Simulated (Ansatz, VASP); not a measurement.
## Two plane-wave programs on AlNi

```
CELL_PARAMETERS angstrom
0.00000 2.67894 2.67894
2.67894 0.00000 2.67894
2.67894 2.67894 0.00000
ATOMIC_POSITIONS crystal
Al 0.00000 0.00000 0.00000
Ni 0.25000 0.25000 0.25000
```

Alike in both runs: functional PBE; k mesh 18 × 18 × 18; occupations gaussian, width 0.1 eV; no spin polarisation.

Ansatz relaxed the structure, and its values are those at the end. VASP's run is a single point on that final structure, the one shown.

|  | VASP | Ansatz |
| --- | --- | --- |
| version | VASP 6.6.1 | Ansatz 0.2.0 |
| potentials or method | VASP PAW PBE potentials, release 64 (Al, Ni), cutoff 600 eV | scalar-relativistic, plane waves, PAW |
| valence electrons in the cell | 13 | 21 |

```csv
,VASP,Ansatz,Ansatz less VASP
gap on the k mesh at the Fermi level (eV),none,none,-
pressure (GPa),0.1,0.0,-0.12
```

A gap of «none» marks a metal or a gap that the smearing closes. The functional is the same, so the differences come from potentials, cutoffs and numerics. VASP's potentials hold 13 valence electrons a cell and Ansatz's 21, so a difference there can come from the potentials and not from the codes.
